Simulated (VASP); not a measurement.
Write the native input for VASP 6.6.1 that does the following.

- Task: molecular dynamics
- Functional: PBE
- Dispersion: D3(BJ)
- Potentials or basis: VASP PAW PBE potentials, release 64 (C, H, O)
- Cutoff: 520 eV
- k mesh: 1 × 1 × 1
- Occupations: fermi-dirac, width 0.05 eV
- Spin: no spin polarisation
- Dipole correction: no
- Further INCAR settings: LREAL = Auto; ALGO = Normal; EDIFF = 1e-05; NBANDS = 43; ISYM = 0; IBRION = 0; POTIM = 0.5; NSW = 40

The structure of H4C2O lies in POSCAR:

```
H4C2O
1.0
    6.8873110000      0.0000000000      0.0000000000
    0.0000000000      6.8873110000      0.0000000000
    0.0000000000      0.0000000000      6.8873110000
C H O
6 12 3
Direct
    0.1294334400      0.9734352400     -0.0309866600
    0.7217011300      0.2323672300      0.8222593400
    0.7634144900      0.5629728500      0.3954161700
    0.1925385100      0.5023387300      0.6896758100
    0.7176196500      0.7100790400      0.9362504900
    0.6923305200      0.0096617600      0.3454435300
    0.2778698900      0.9419590500     -0.0627026900
    0.0906075600      0.8919294400      0.0995755500
    0.0503025700      0.9112290000     -0.1559635600
    0.1080166900      1.1209737800     -0.0228662600
    0.7937387200      0.3094587900      0.9368332300
    0.6011572800      0.1409556900      0.8921644700
    0.8140560000      0.1201941700      0.7564957900
    0.6666247400      0.3144471000      0.7046361300
    0.7551925200      0.4022202000      0.3735210500
    0.8544016700      0.6086521900      0.5170398400
    0.6175874500      0.6146351800      0.4130913900
    0.8086787300      0.6247713300      0.2577937900
    0.3268381100      0.4393081900      0.7548532000
    0.5675992100      0.7199008700      1.0046773600
    0.5441968700     -0.0054601300      0.4124428500
```

The input as run:

INCAR

```
SYSTEM = H4C2O
PREC = Accurate
ENCUT = 520
EDIFF = 1E-5
ISMEAR = -1
SIGMA = 0.05
LREAL = Auto
LASPH = .TRUE.
NELM = 80
ALGO = Normal
ISIF = 2
LWAVE = .FALSE.
LCHARG = .FALSE.
GGA = PE
IVDW = 12
NBANDS = 43
IBRION = 0
NSW = 40
POTIM = 0.5
TEBEG = 300.0
TEEND = 300.0
ISYM = 0
NELMIN = 4
RANDOM_SEED = 672505 0 0
MDALGO = 1
ANDERSEN_PROB = 0.0
```

KPOINTS

```
Automatic mesh
0
G
  1 1 1
  0 0 0
```

Potentials or basis: VASP PAW PBE potentials, release 64 (C, H, O).

Run with:

```bash
$ cat potpaw_PBE.64/C/POTCAR potpaw_PBE.64/H/POTCAR potpaw_PBE.64/O/POTCAR > POTCAR
$ mpirun -np 1 vasp_gam > vasp.out
```

Results of the run:

| Property | Result |
| --- | --- |
| Dispersion energy per atom | -0.037 eV |

Caveat: the k points lie up to 0.91 Å⁻¹ apart.

Run time: 4.6 min on 1 thread of Intel(R) Xeon(R) 6975P-C (Granite Rapids), with other jobs on the host, peak memory 0.43 GiB.
